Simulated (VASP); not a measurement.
# Nb in VASP: relaxation of the atoms with PBE

Aim: the relaxation of the atoms of Nb with PBE.

All numbers are computed with VASP 6.6.1; they aren't measurements. Logs are shortened: lines on timing, memory, paths and dates and some standing lists are left out, and cuts for length are marked.

## (1) The cell of the first run

The cell holds a slab with vacuum, 4 atoms: a = 2.868 Å, b = 5.244 Å, c = 19.312 Å, α = 90.00°, β = 90.00°, γ = 90.00°.

## (2) Relaxation of the atoms, PBE

INCAR reads:

```
ALGO = Normal ; DIPOL = 0.5 0.5 0.500
EDIFF = 1E-6 ; EDIFFG = -0.01
ENCUT = 520 ; GGA = PE
IBRION = 2 ; IDIPOL = 3
ISIF = 2 ; ISMEAR = -1
LASPH = T ; LCHARG = F
LDIPOL = T ; LREAL = F
LUSENCCL = F ; LWAVE = F
NELM = 80 ; NSW = 32
PREC = Accurate ; SIGMA = 0.08
```

KPOINTS reads:

```
k-points
0
Gamma
  13 7 1
```

POSCAR reads:

```
Nb
1.0
    2.8683968566      0.0000000000      0.0000000000
    0.0000000000      5.2435111144      0.0000000000
    0.0000000000      0.0000000000     19.3121000000
Nb
4
Direct
    0.0000000000      0.7500000000      0.4417028273
    0.5000000000      0.2500000000      0.4415890747
    0.5000000000      0.7500000000      0.5584109312
    0.0000000000      0.2500000000      0.5582971668
```

Potentials or basis: VASP PAW PBE potentials, release 64 (Nb_sv).

On the command line:

```
cat potpaw_PBE.64/Nb_sv/POTCAR > POTCAR
mpirun -np 1 vasp_std > vasp.out
```

OUTCAR:

```text
EDIFF = 1E-6
   EDIFFG = -0.01
   ENCUT = 520
   GGA = PE
   IBRION = 2
   ISIF = 2
   ISMEAR = -1
   LASPH = T
   LREAL = F
   NELM = 80
   NSW = 32
   PREC = Accurate

 ion  position               nearest neighbor table
   1  0.000  0.750  0.442-   3 2.67   3 2.67   2 2.99   2 2.99   2 2.99   2 2.99
   2  0.500  0.250  0.442-   4 2.67   4 2.67   1 2.99   1 2.99   1 2.99   1 2.99
   3  0.500  0.750  0.558-   1 2.67   1 2.67   4 2.99   4 2.99   4 2.99   4 2.99
   4  0.000  0.250  0.558-   2 2.67   2 2.67   3 2.99   3 2.99   3 2.99   3 2.99

  LATTYP: Found a simple orthorhombic cell.
 ALAT       =     2.8683968566
 B/A-ratio  =     1.8280284691
 C/A-ratio  =     6.7327155082

  Lattice vectors:

 A1 = (   2.8683968566,   0.0000000000,   0.0000000000)
 A2 = (   0.0000000000,   5.2435111144,   0.0000000000)
 A3 = (   0.0000000000,   0.0000000000,  19.3121000000)

Analysis of symmetry for initial positions (statically):
=====================================================================
 Subroutine PRICEL returns:
 Original cell was already a primitive cell.

 Routine SETGRP: Setting up the symmetry group for a
 simple orthorhombic supercell.

 Subroutine GETGRP returns: Found  8 space group operations
 (whereof  4 operations were pure point group operations)
 out of a pool of  8 trial point group operations.

The static configuration has the point symmetry C_2h.
 The point group associated with its full space group is D_2h.

Analysis of symmetry for dynamics (positions and initial velocities):
=====================================================================
 Subroutine PRICEL returns:
 Original cell was already a primitive cell.

 Routine SETGRP: Setting up the symmetry group for a
 simple orthorhombic supercell.

 Subroutine GETGRP returns: Found  8 space group operations
 (whereof  4 operations were pure point group operations)
 out of a pool of  8 trial point group operations.

The dynamic configuration has the point symmetry C_2h.
 The point group associated with its full space group is D_2h.

 Subroutine INISYM returns: Found  8 space group operations
 (whereof  4 operations are pure point group operations),
 and found     1 'primitive' translations

----------------------------------------------------------------------------------------

                                     Primitive cell

  volume of cell :     290.4631

  direct lattice vectors                    reciprocal lattice vectors
     2.868396857  0.000000000  0.000000000     0.348626794  0.000000000  0.000000000
     0.000000000  5.243511114  0.000000000     0.000000000  0.190711906  0.000000000
     0.000000000  0.000000000 19.312100000     0.000000000  0.000000000  0.051781008

  length of vectors
     2.868396857  5.243511114 19.312100000     0.348626794  0.190711906  0.051781008

  position of ions in fractional coordinates (direct lattice)
     0.000000000  0.750000000  0.441702827
     0.500000000  0.250000000  0.441589075
     0.500000000  0.750000000  0.558410931
     0.000000000  0.250000000  0.558297167

  ion indices of the primitive-cell ions
   primitive index   ion index
                 1           1
                 2           2
                 3           3
                 4           4

----------------------------------------------------------------------------------------

 KPOINTS: k-points

Automatic generation of k-mesh.
 Grid dimensions read from file:
[... 73 lines left out ...]
   POTIM  = 0.5000    time-step for ionic-motion
   TEBEG  =    0.0;   TEEND  =   0.0 temperature during run
   PSTRESS=    0.0 pullay stress
   NELECT =      52.0000    total number of electrons
   NUPDOWN=      -1.0000    fix difference up-down
   EMIN   =  10.00;   EMAX   =-10.00  energy-range for DOS
   EFERMI =   0.00;   METHOD = LEGACY
   ISMEAR =    -1;   SIGMA  =   0.08  broadening in eV -4-tet -1-fermi 0-gaus
   EFERMI_NEDOS =   21; number of points for ismear=-14 and -15
   IALGO  =     38    algorithm
   IMIX   =      4    mixing-type and parameters
     AMIX     =   0.40;   BMIX     =  1.00
     AMIX_MAG =   1.60;   BMIX_MAG =  1.00
  volume/ion in A,a.u.               =      72.62       490.04
  Fermi-wavevector in a.u.,A,eV,Ry     =   0.922668  1.743590 11.582870  0.851317
  Thomas-Fermi vector in A             =   2.048221
   LORBIT       =      0    0 simple, 1 ext, 2 COOP (PROOUT), +10 PAW based schemes
   GGA     = PE    functional components
   LHFCALC =     F    Hartree Fock is set to
   AEXX    =    0.0000 exact exchange contribution
   IVDW    =     0    specifies the selected vdW correction
   LEPSILON=     F    determine dielectric tensor
   LRPA    =     F    only Hartree local field effects (RPA)
 conjugate gradient relaxation of ions
 non-spin polarized calculation
  energy-cutoff  :      520.00
  volume of cell :      290.46
 maximum number of plane-waves:      7859
 NGX is ok and might be reduce to    24
   NGX = 11   NGY = 19   NGZ = 71

 dipolmoment           0.000000      0.000000      0.000000 electrons x Angstroem

--------------------------------------- Ionic step        1  -------------------------------------------

 number of electron      52.0000002 magnetization

 Free energy of the ion-electron system (eV)
  ---------------------------------------------------
  ext. energy  EPLUGINS =         0.00000000
  ---------------------------------------------------
  free energy    TOTEN  =       -36.44545609 eV

  energy without entropy =      -36.33960972  energy(sigma->0) =      -36.39253290

------------------------ aborting loop because EDIFF is reached ----------------------------------------

  FORCE on cell =-STRESS in cart. coord.  units (eV):
  Direction    XX          YY          ZZ          XY          YZ          ZX
  --------------------------------------------------------------------------------------
  -------------------------------------------------------------------------------------
  Total        0.9658038     -3.9425921     -0.1085407      0.0000000     -0.0000000      0.0000000
  in kB        5.3273170    -21.7471070     -0.5987040      0.0000000     -0.0000000      0.0000000
  external PRESSURE =      -5.6728313 kB  Pullay stress =       0.0000000 kB

 VOLUME and BASIS-vectors are now :
 -----------------------------------------------------------------------------
  energy-cutoff  :      520.00
  volume of cell :      290.46
      direct lattice vectors                 reciprocal lattice vectors
     2.868396857  0.000000000  0.000000000     0.348626794  0.000000000  0.000000000
     0.000000000  5.243511114  0.000000000     0.000000000  0.190711906  0.000000000
     0.000000000  0.000000000 19.312100000     0.000000000  0.000000000  0.051781008

 POSITION                                       TOTAL-FORCE (eV/Angst)
 -----------------------------------------------------------------------------------
      0.00000      3.93263      8.53021         0.000000     -0.000000      0.008301
      1.43420      1.31088      8.52801         0.000000      0.000000      0.014487
      1.43420      3.93263     10.78409         0.000000     -0.000000     -0.014487
      0.00000      1.31088     10.78189         0.000000     -0.000000     -0.008301
 -----------------------------------------------------------------------------------
    total drift:                                0.000000      0.000000      0.000000

  FREE ENERGIE OF THE ION-ELECTRON SYSTEM (eV)
  ---------------------------------------------------
  free  energy   TOTEN  =       -36.4454560856 eV

  energy  without entropy=      -36.3396097197  energy(sigma->0) =      -36.39253290

--------------------------------------- Ionic step        2  -------------------------------------------

 number of electron      52.0000002 magnetization

 dipolmoment           0.000000      0.000000     -0.000000 electrons x Angstroem

 Free energy of the ion-electron system (eV)
  ---------------------------------------------------
  ext. energy  EPLUGINS =         0.00000000
  ---------------------------------------------------
  free energy    TOTEN  =       -36.44547667 eV

  energy without entropy =      -36.33969519  energy(sigma->0) =      -36.39258593

 E-fermi :  -0.2838     XC(G=0):  -4.1029

 val. band max:       -0.2867123223   @ k =   0.3077   0.4286   0.0000
 cond. band min:      -0.2224603676   @ k =   0.2308   0.1429   0.0000
 fundamental gap:      0.0642519547
 Fermi energy:        -0.2838379855

 k-point     1 :       0.0000    0.0000    0.0000
  band No.  band energies     occupation
      1     -55.1709      2.00000
      2     -55.0363      2.00000
      3     -54.9426      2.00000
      4     -54.8274      2.00000
      5     -31.7880      2.00000
      6     -31.5998      2.00000
[... 805 lines left out ...]
     30       0.4387      0.00024
     31       1.3513      0.00000

 [... further k-points ...]

------------------------ aborting loop because EDIFF is reached ----------------------------------------

 vacuum level on the upper side and lower side of the slab       (xc-potential included)        -0.012        -0.012

  FORCE on cell =-STRESS in cart. coord.  units (eV):
  Direction    XX          YY          ZZ          XY          YZ          ZX
  --------------------------------------------------------------------------------------
  -------------------------------------------------------------------------------------
  Total        0.9943896     -3.9253317     -0.0799344      0.0000000      0.0000000      0.0000000
  in kB        5.4849948    -21.6519001     -0.4409136      0.0000000      0.0000000      0.0000000
  external PRESSURE =      -5.5359396 kB  Pullay stress =       0.0000000 kB

 VOLUME and BASIS-vectors are now :
 -----------------------------------------------------------------------------
  energy-cutoff  :      520.00
  volume of cell :      290.46
      direct lattice vectors                 reciprocal lattice vectors
     2.868396857  0.000000000  0.000000000     0.348626794  0.000000000  0.000000000
     0.000000000  5.243511114  0.000000000     0.000000000  0.190711906  0.000000000
     0.000000000  0.000000000 19.312100000     0.000000000  0.000000000  0.051781008

 POSITION                                       TOTAL-FORCE (eV/Angst)
 -----------------------------------------------------------------------------------
      0.00000      3.93263      8.53061        -0.000000      0.000000      0.003904
      1.43420      1.31088      8.52871        -0.000000      0.000000      0.009236
      1.43420      3.93263     10.78339        -0.000000      0.000000     -0.009236
      0.00000      1.31088     10.78149         0.000000      0.000000     -0.003904
 -----------------------------------------------------------------------------------
    total drift:                                0.000000     -0.000000      0.000000

  FREE ENERGIE OF THE ION-ELECTRON SYSTEM (eV)
  ---------------------------------------------------
  free  energy   TOTEN  =       -36.4454766671 eV

  energy  without entropy=      -36.3396951915  energy(sigma->0) =      -36.39258593

 reached required accuracy - stopping structural energy minimisation

 vacuum level on the upper side and lower side of the slab         4.074         4.074
```

Run time: 3.9 min. Hardware: 1 × NVIDIA H100 80GB with 1 thread of AMD EPYC 7R13 (Zen 3), shared host; peak memory 1.4 GiB.

Results:

| Quantity | Value |
| --- | --- |
| Free energy | -36.4455 eV |
| Energy gained by relaxing | 0.0 meV/atom |
| Ionic steps | 2 |
| Largest force after relaxing | 0.009 eV/Å |
| Band gap on the k mesh | zero (band 26 reaches 0.81 eV, above the bottom of band 27 at -1.06 eV) |

Forces in eV/Å, atoms in the order of the input:
```
Nb   0.000  0.000  0.004
Nb   0.000  0.000  0.009
Nb   0.000  0.000 -0.009
Nb   0.000  0.000 -0.004
```

Final structure:
```
CELL_PARAMETERS angstrom
2.86840 0.00000 0.00000
0.00000 5.24351 0.00000
0.00000 0.00000 19.31210
ATOMIC_POSITIONS crystal
Nb 0.00000 0.75000 0.44172
Nb 0.50000 0.25000 0.44163
Nb 0.50000 0.75000 0.55837
Nb 0.00000 0.25000 0.55828
```
